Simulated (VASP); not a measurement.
Crystal: GaB3.

```
Ga B
1.0
     1.65896   -2.68120    0.00000
     1.65896    2.68120    0.00000
     0.00000    0.00000    5.01959
Ga B
1 3
Direct
  0.50000 0.50000 0.50000
  0.13285 0.86715 0.50000
  0.86715 0.13285 0.50000
  0.00000 0.00000 0.00000
```

- Program: VASP 6.6.1
- Task: relaxation of cell and atoms
- Functional: PBE
- Potentials or basis: VASP PAW PBE potentials, release 64 (Ga_d, B_h)
- Cutoff: 910 eV
- k mesh: 6 × 6 × 4
- Occupations: gaussian, width 0.1 eV
- Spin: no spin polarisation

At the start: pressure 51.3 GPa; volume 11.16 Å³/atom.

Question: Where does the relaxation end?

Answer: Over 35 steps the energy falls by 2175.2 meV/atom and the volume is 11.09 Å³/atom (-0.7 %); space group Cmmm (No. 65, to 0.05 Å).

The path:
```csv
step,energy change (eV),largest force (eV/Å),pressure (GPa),volume (Å³)
1,0.0000,7.0590,51.32,44.65
2,-1.5694,1.3617,-10.82,70.61
3,-2.5953,2.0048,-0.13,55.87
4,-2.5988,1.9692,0.22,55.64
5,-2.6022,1.9084,0.80,55.27
6,-3.2444,2.0464,-4.35,56.71
7,-3.9878,4.1573,-11.94,59.74
8,-4.0522,0.9879,-11.08,59.08
9,-4.4883,3.2063,-10.93,56.53
10,-5.2238,9.6822,-2.81,51.45
11,-5.2801,9.9228,-2.22,51.16
12,-5.4313,10.6560,-0.27,50.26
13,-5.7237,12.3459,2.20,48.40
14,-6.0877,16.8418,18.73,44.45
15,-6.0831,15.1678,9.77,45.95
16,-6.6726,13.3762,13.00,44.99
17,-7.2686,10.4834,22.48,43.13
18,-7.3037,9.3971,27.85,42.36
19,-7.6914,7.4043,21.45,42.95
20,-8.3642,2.9296,6.13,44.71
21,-8.2836,1.2791,-12.74,48.22
22,-8.5062,0.4000,-4.78,46.41
23,-8.5100,0.6739,-3.46,46.17
24,-8.5391,0.5970,-3.06,46.00
25,-8.6104,0.3668,-1.68,45.48
26,-8.6759,0.0558,1.76,44.44
27,-8.6764,0.0840,2.16,44.33
28,-8.6864,0.1057,1.20,44.49
29,-8.6961,0.1679,-1.54,44.99
30,-8.6965,0.1573,-1.11,44.91
31,-8.6982,0.0624,-0.79,44.79
32,-8.6994,0.0810,-0.30,44.60
33,-8.6994,0.0991,-0.24,44.58
34,-8.7000,0.0731,-0.18,44.49
35,-8.7006,0.0343,-0.09,44.35
```

Final structure:
```
Ga B
1.0
     2.58560   -2.94201    0.00000
     2.58560    2.94201    0.00000
     0.00000    0.00000    2.91545
Ga B
1 3
Direct
  0.50000 0.50000 0.50000
  0.14268 0.85732 0.50000
  0.85732 0.14268 0.50000
  0.00000 0.00000 0.00000
```

Caveat: the k points lie up to 0.54 Å⁻¹ apart in the final cell.
